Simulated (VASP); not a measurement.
# NaH in VASP: further runs

NaH is run at these levels: PBEsol; tasks: single point.

Program: VASP 6.6.1. These are calculated values, not measurements. Logs are shortened: lines on timing, memory, paths and dates and some standing lists are left out, and cuts for length are marked.

## Step 1: The cell of the first run

It takes space group Fm-3m (No. 225, cubic). The conventional cell has a = 4.791 Å, b = 4.791 Å, c = 4.791 Å, α = 90.00°, β = 90.00°, γ = 90.00°. Within 3.2 Å of Na (site symmetry m-3m) lie 6 H at 2.40 Å. Within 3.2 Å of H (site symmetry m-3m) lie 6 Na at 2.40 Å.

## Step 2: Single point, PBEsol

Contents of INCAR:

```
PREC = Accurate
ENCUT = 500
EDIFF = 1E-6
ISMEAR = 0
SIGMA = 0.01
LREAL = False
LASPH = True
NELM = 120
ALGO = Normal
ISIF = 2
LWAVE = False
LCHARG = False
GGA = PS
NBANDS = 11
GGA_COMPAT = False
```

Contents of KPOINTS:

```
regular mesh
0
Gamma
  8 8 8
```

Contents of POSCAR:

```
NaH
1.0
    2.3956768457      2.3956768457      0.0000000000
   -2.3956768457      2.3956768457      0.0000000000
    0.0000000000      2.3956768457      2.3956768457
Na H
1 1
Direct
    0.0000000000      0.0000000000      0.0000000000
    0.5000000000      0.5000000000      0.0000000000
```

Potentials or basis: VASP PAW PBE potentials, release 64 (Na_pv, H).

Started as:

```sh
> cat potpaw_PBE.64/Na_pv/POTCAR potpaw_PBE.64/H/POTCAR > POTCAR
> mpirun -np 1 vasp_std > vasp.out
```

OUTCAR:

```text
PREC = Accurate
   ENCUT = 500
   EDIFF = 1E-6
   ISMEAR = 0
   LREAL = False
   LASPH = True
   NELM = 120
   ISIF = 2
   GGA = PS

 ion  position               nearest neighbor table
   1  0.000  0.000  0.000-
   2  0.500  0.500  0.000-

  LATTYP: Found a face centered cubic cell.
 ALAT       =     4.7913536914

  Lattice vectors:

 A1 = (   0.0000000000,   2.3956768457,   2.3956768457)
 A2 = (   2.3956768457,   0.0000000000,   2.3956768457)
 A3 = (   2.3956768457,   2.3956768457,   0.0000000000)

Analysis of symmetry for initial positions (statically):
=====================================================================
 Subroutine PRICEL returns:
 Original cell was already a primitive cell.

 Routine SETGRP: Setting up the symmetry group for a
 face centered cubic supercell.

 Subroutine GETGRP returns: Found 48 space group operations
 (whereof 48 operations were pure point group operations)
 out of a pool of 48 trial point group operations.

The static configuration has the point symmetry O_h .

Analysis of symmetry for dynamics (positions and initial velocities):
=====================================================================
 Subroutine PRICEL returns:
 Original cell was already a primitive cell.

 Routine SETGRP: Setting up the symmetry group for a
 face centered cubic supercell.

 Subroutine GETGRP returns: Found 48 space group operations
 (whereof 48 operations were pure point group operations)
 out of a pool of 48 trial point group operations.

The dynamic configuration has the point symmetry O_h .

 Subroutine INISYM returns: Found 48 space group operations
 (whereof 48 operations are pure point group operations),
 and found     1 'primitive' translations

----------------------------------------------------------------------------------------

                                     Primitive cell

  volume of cell :      27.4989

  direct lattice vectors                    reciprocal lattice vectors
     2.395676846  2.395676846  0.000000000     0.208709284  0.208709284 -0.208709284
    -2.395676846  2.395676846  0.000000000    -0.208709284  0.208709284 -0.208709284
     0.000000000  2.395676846  2.395676846     0.000000000  0.000000000  0.417418569

  length of vectors
     3.387998686  3.387998686  3.387998686     0.361495085  0.361495085  0.417418569

  position of ions in fractional coordinates (direct lattice)
     0.000000000  0.000000000  0.000000000
     0.500000000  0.500000000  0.000000000

  ion indices of the primitive-cell ions
   primitive index   ion index
                 1           1
                 2           2

----------------------------------------------------------------------------------------

 KPOINTS: regular mesh

Automatic generation of k-mesh.
 Grid dimensions read from file:
 generate k-points for:    8    8    8

 Generating k-lattice:

  Cartesian coordinates                     Fractional coordinates (reciprocal lattice)
     0.026088661  0.026088661 -0.026088661     0.125000000  0.000000000  0.000000000
    -0.026088661  0.026088661 -0.026088661     0.000000000  0.125000000  0.000000000
     0.000000000  0.000000000  0.052177321     0.000000000  0.000000000  0.125000000

  Length of vectors
     0.045186886  0.045186886  0.052177321

  Shift w.r.t. Gamma in fractional coordinates (k-lattice)
     0.000000000  0.000000000  0.000000000

 Subroutine IBZKPT returns following result:
 ===========================================

 Found     29 irreducible k-points:

 Following reciprocal coordinates:
            Coordinates               Weight
  0.000000  0.000000  0.000000      1.000000
  0.125000  0.000000  0.000000      8.000000
  0.250000  0.000000  0.000000      8.000000
  0.375000  0.000000  0.000000      8.000000
  0.500000  0.000000  0.000000      4.000000
  0.125000  0.125000  0.000000     12.000000
[... 16 lines left out ...]
  0.375000  0.250000  0.125000     48.000000
  0.500000  0.250000  0.125000     24.000000
 [... further k-points ...]
   k-points           NKPTS =     29   k-points in BZ     NKDIM =     29   number of bands    NBANDS=     11
   number of dos      NEDOS =    301   number of ions     NIONS =      2
   total plane-waves  NPLWV =  21952
   dimension x,y,z NGX =    28 NGY =   28 NGZ =   28
   dimension x,y,z NGXF=    56 NGYF=   56 NGZF=   56
   ions per type =               1   1
   NGX,Y,Z   is equivalent  to a cutoff of  13.74, 13.74, 13.74 a.u.
   NGXF,Y,Z  is equivalent  to a cutoff of  27.48, 27.48, 27.48 a.u.
 SYSTEM =  unknown system
   PREC   = accura    normal or accurate (medium, high low for compatibility)
   ISTART =      0    job   : 0-new  1-cont  2-samecut
   ICHARG =      2    charge: 1-file 2-atom 10-const
   ISPIN  =      1    spin polarized calculation?
   LNONCOLLINEAR =      F non collinear calculations
   LSORBIT =      F    spin-orbit coupling
   LASPH  =      T    aspherical Exc in radial PAW
   ENCUT  =  500.0 eV  36.75 Ry    6.06 a.u.   6.18  6.18  6.18*2*pi/ulx,y,z
   NELM   =    120;   NELMIN=  2; NELMDL= -5     # of ELM steps
   EDIFF  = 0.1E-05   stopping-criterion for ELM
   LREAL  =      F    real-space projection
   EDIFFG = 0.1E-04   stopping-criterion for IOM
   NSW    =      0    number of steps for IOM
   IBRION =     -1    ionic relax: 0-MD 1-quasi-New 2-CG
   NFREE  =      0    steps in history (QN), initial steepest desc. (CG)
   ISIF   =      2    stress and relaxation
   ISYM   =      2    0-nonsym 1-usesym 2-fastsym
   POTIM  = 0.5000    time-step for ionic-motion
   TEBEG  =    0.0;   TEEND  =   0.0 temperature during run
   PSTRESS=    0.0 pullay stress
   NELECT =       8.0000    total number of electrons
   NUPDOWN=      -1.0000    fix difference up-down
   EMIN   =  10.00;   EMAX   =-10.00  energy-range for DOS
   EFERMI =   0.00;   METHOD = LEGACY
   ISMEAR =     0;   SIGMA  =   0.01  broadening in eV -4-tet -1-fermi 0-gaus
   EFERMI_NEDOS =   21; number of points for ismear=-14 and -15
   IALGO  =     38    algorithm
   IMIX   =      4    mixing-type and parameters
     AMIX     =   0.40;   BMIX     =  1.00
     AMIX_MAG =   1.60;   BMIX_MAG =  1.00
  volume/ion in A,a.u.               =      13.75        92.79
  Fermi-wavevector in a.u.,A,eV,Ry     =   1.084759  2.049897 16.010004  1.176702
  Thomas-Fermi vector in A             =   2.220857
   LORBIT       =      0    0 simple, 1 ext, 2 COOP (PROOUT), +10 PAW based schemes
   GGA     = PS    functional components
   LHFCALC =     F    Hartree Fock is set to
   AEXX    =    0.0000 exact exchange contribution
   IVDW    =     0    specifies the selected vdW correction
   LEPSILON=     F    determine dielectric tensor
   LRPA    =     F    only Hartree local field effects (RPA)
 non-spin polarized calculation
 Gauss-broadening in eV      SIGMA  =   0.01
  energy-cutoff  :      500.00
  volume of cell :       27.50
 maximum number of plane-waves:       725
 NGX is ok and might be reduce to    28
   NGX = 13   NGY = 13   NGZ = 13

 number of electron       7.9999992 magnetization

 Free energy of the ion-electron system (eV)
  ---------------------------------------------------
  ext. energy  EPLUGINS =         0.00000000
  ---------------------------------------------------
  free energy    TOTEN  =        -5.08582534 eV

  energy without entropy =       -5.08582534  energy(sigma->0) =       -5.08582534

 E-fermi :  -0.9613     XC(G=0):  -7.9781

 val. band max:       -1.0110869191   @ k =   0.5000   0.5000   0.2500
 cond. band min:       2.5929958132   @ k =   0.5000   0.0000   0.0000
 fundamental gap:      3.6040827323
 Fermi energy:        -0.9613167330

 k-point     1 :       0.0000    0.0000    0.0000
  band No.  band energies     occupation
      1     -22.9669      2.00000
      2     -22.9669      2.00000
      3     -22.9669      2.00000
      4      -4.8095      2.00000
      5       9.6295      0.00000
      6      14.5760      0.00000
      7      14.5760      0.00000
      8      14.5760      0.00000
      9      15.5879      0.00000
     10      15.5879      0.00000
     11      15.5879      0.00000

 k-point     2 :       0.1250    0.0000    0.0000
  band No.  band energies     occupation
      1     -22.9826      2.00000
      2     -22.9687      2.00000
      3     -22.9687      2.00000
      4      -4.5319      2.00000
      5       8.6809      0.00000
      6      11.9531      0.00000
      7      13.8013      0.00000
      8      13.8013      0.00000
      9      16.5231      0.00000
     10      16.5231      0.00000
     11      16.6362      0.00000

 k-point     3 :       0.2500    0.0000    0.0000
  band No.  band energies     occupation
      1     -23.0201      2.00000
      2     -22.9731      2.00000
      3     -22.9731      2.00000
      4      -3.7418      2.00000
      5       6.2186      0.00000
      6      10.5250      0.00000
      7      13.0092      0.00000
      8      13.0092      0.00000
      9      16.4966      0.00000
     10      16.4966      0.00000
     11      17.8922      0.00000

 k-point     4 :       0.3750    0.0000    0.0000
  band No.  band energies     occupation
      1     -23.0571      2.00000
      2     -22.9776      2.00000
      3     -22.9776      2.00000
      4      -2.6266      2.00000
      5       3.7666      0.00000
      6       9.9560      0.00000
      7      12.5325      0.00000
      8      12.5325      0.00000
      9      15.7444      0.00000
     10      15.7444      0.00000
     11      18.2093      0.00000

 k-point     5 :       0.5000    0.0000    0.0000
  band No.  band energies     occupation
      1     -23.0722      2.00000
      2     -22.9794      2.00000
      3     -22.9794      2.00000
      4      -1.9215      2.00000
      5       2.5930      0.00000
      6       9.7937      0.00000
      7      12.3747      0.00000
      8      12.3747      0.00000
      9      15.4538      0.00000
     10      15.4538      0.00000
     11      18.0788      0.00000
[... 211 lines left out ...]
 k-point    21 :       0.5000    0.5000    0.0000
  band No.  band energies     occupation
      1     -23.0608      2.00000
      2     -23.0024      2.00000
      3     -23.0024      2.00000
      4      -1.1995      2.00000
      5       3.4482      0.00000
      6       8.8558      0.00000
      7       9.6444      0.00000
      8       9.6444      0.00000
      9      10.9547      0.00000
     10      23.1113      0.00000
     11      24.8388      0.00000

 k-point    22 :       0.2500    0.2500    0.1250
  band No.  band energies     occupation
      1     -23.0286      2.00000
      2     -22.9914      2.00000
      3     -22.9791      2.00000
      4      -3.1030      2.00000
      5       5.8651      0.00000
      6       8.1086      0.00000
      7      11.2488      0.00000
      8      14.0879      0.00000
      9      14.5489      0.00000
     10      17.1621      0.00000
     11      19.8247      0.00000

 k-point    23 :       0.3750    0.2500    0.1250
  band No.  band energies     occupation
      1     -23.0479      2.00000
      2     -23.0022      2.00000
      3     -22.9847      2.00000
      4      -2.1134      2.00000
      5       4.2922      0.00000
      6       6.9637      0.00000
      7      10.3681      0.00000
      8      14.0682      0.00000
      9      15.3446      0.00000
     10      17.4211      0.00000
     11      19.6076      0.00000

 k-point    24 :       0.5000    0.2500    0.1250
  band No.  band energies     occupation
      1     -23.0561      2.00000
      2     -23.0055      2.00000
      3     -22.9879      2.00000
      4      -1.5283      2.00000
      5       3.3853      0.00000
      6       6.7147      0.00000
      7      10.0083      0.00000
      8      14.0074      0.00000
      9      15.2195      0.00000
     10      18.4972      0.00000
     11      20.6445      0.00000

 [... further k-points ...]
[... 5 lines left out ...]
  --------------------------------------------------------------------------------------
  -------------------------------------------------------------------------------------
  Total       -0.0094219     -0.0094219     -0.0094219     -0.0000000      0.0000000     -0.0000000
  in kB       -0.5489516     -0.5489516     -0.5489516     -0.0000000      0.0000000     -0.0000000
  external PRESSURE =      -0.5489516 kB  Pullay stress =       0.0000000 kB

 VOLUME and BASIS-vectors are now :
 -----------------------------------------------------------------------------
  energy-cutoff  :      500.00
  volume of cell :       27.50
      direct lattice vectors                 reciprocal lattice vectors
     2.395676846  2.395676846  0.000000000     0.208709284  0.208709284 -0.208709284
    -2.395676846  2.395676846  0.000000000    -0.208709284  0.208709284 -0.208709284
     0.000000000  2.395676846  2.395676846     0.000000000  0.000000000  0.417418569

 POSITION                                       TOTAL-FORCE (eV/Angst)
 -----------------------------------------------------------------------------------
      0.00000      0.00000      0.00000         0.000000      0.000000      0.000000
      0.00000      2.39568      0.00000        -0.000000     -0.000000      0.000000
 -----------------------------------------------------------------------------------
    total drift:                               -0.000000     -0.000000     -0.000000

  FREE ENERGIE OF THE ION-ELECTRON SYSTEM (eV)
  ---------------------------------------------------
  free  energy   TOTEN  =        -5.0858253372 eV

  energy  without entropy=       -5.0858253372  energy(sigma->0) =       -5.08582534
```

Wall time 17 s (1 thread of Intel Xeon 8259CL, shared host); peak memory 0.15 GiB.

Results:

* Free energy: -5.0858 eV
* Pressure: -0.1 GPa
* Band gap on the k mesh: 3.60 eV, indirect (least direct gap 4.51 eV)

Caveat: the PAW data sets were made with another functional, which shifts forces and pressure a little.

## Step 3: Single point, PBEsol (in-plane strain -0.02, then relaxed in part)

Contents of INCAR:

```
SYSTEM = NaH
  PREC = Accurate
  ENCUT = 500
  EDIFF = 1E-6
  ISMEAR = 0
  SIGMA = 0.01
  LREAL = .FALSE.
  LASPH = .TRUE.
  NELM = 120
  ALGO = Normal
  ISIF = 2
  LWAVE = .FALSE.
  LCHARG = .FALSE.
  GGA = PS
  NBANDS = 11
  GGA_COMPAT = .FALSE.
```

Contents of KPOINTS:

```
Automatic mesh
0
G
  8 8 8
  0 0 0
```

Contents of POSCAR:

```
NaH
1.0
    2.3477633088      2.3477633088      0.0000000000
   -2.3477633088      2.3477633088      0.0000000000
    0.0000000000      2.3477633088      2.4226658157
Na H
1 1
Direct
    0.0000000000      0.0000000000      0.0000000000
    0.5000000000      0.5000000000      0.0000000000
```

Potentials or basis: VASP PAW PBE potentials, release 64 (Na_pv, H).

Started as:

```sh
> cat potpaw_PBE.64/Na_pv/POTCAR potpaw_PBE.64/H/POTCAR > POTCAR
> mpirun -np 1 vasp_std > vasp.out
```

It took 18 s on 1 thread of Intel Xeon 8259CL, shared host; peak memory 0.14 GiB.

Results (log left out):

- Free energy: -5.0815 eV
- Pressure: 0.7 GPa
- Band gap on the k mesh: 3.62 eV, indirect (least direct gap 4.58 eV)

Stress tensor (GPa, compression positive):
```
 1.14  0.00  0.00
 0.00  1.14  0.00
 0.00  0.00 -0.09
```

Levels at points of the mesh, in eV from the valence-band top:
```tsv
k point	band 1	band 2	band 3	band 4	band 5	band 6	band 7	band 8
(0.00, 0.00, 0.00)	-21.94	-21.93	-21.93	-3.91	10.86	15.67	15.84	15.84
(0.50, 0.00, 0.00)	-22.05	-21.95	-21.94	-0.95	3.62	10.96	13.29	13.79
(0.50, 0.50, 0.00)	-22.04	-21.98	-21.98	-0.17	4.62	9.85	10.66	10.70
(0.00, 0.00, 0.50)	-22.04	-21.97	-21.97	-0.34	4.24	10.16	11.09	11.09
```

Caveat: the cell differs from its parent crystal (in-plane strain -0.02, then relaxed in part); the PAW data sets were made with another functional, which shifts forces and pressure a little.
